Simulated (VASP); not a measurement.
Crystal: Mo.

```
Mo
1.0
    -1.58381    1.58381    1.58381
     1.58381   -1.58381    1.58381
     1.58381    1.58381   -1.58381
Mo
1
Direct
  0.00000 0.00000 0.00000
```

- Program: VASP 6.6.1
- Task: relaxation of cell and atoms
- Functional: LDA
- Potentials or basis: VASP PAW LDA potentials, release 64 (Mo_sv)
- Cutoff: 600 eV
- k mesh: 8 × 8 × 8
- Occupations: gaussian, width 0.1 eV
- Spin: no spin polarisation

At the start: pressure -12.5 GPa; volume 15.89 Å³/atom.

Q: Where does the relaxation end?

A: Over 4 steps the energy falls by 30.6 meV/atom and the volume is 15.15 Å³/atom (-4.7 %); space group Im-3m (No. 229, to 0.05 Å).

The path:
```csv
step,energy change (eV),largest force (eV/Å),pressure (GPa),volume (Å³)
1,0.0000,0.0000,-12.53,15.89
2,0.2432,0.0000,50.46,13.20
3,-0.0305,0.0000,-0.78,15.18
4,-0.0306,0.0000,-0.11,15.15
```

Final structure:
```xyz
1
Lattice="-1.5586 1.5586 1.5586 1.5586 -1.5586 1.5586 1.5586 1.5586 -1.5586" Properties=species:S:1:pos:R:3 pbc="T T T"
Mo   -1.5586    1.5586    1.5586
```
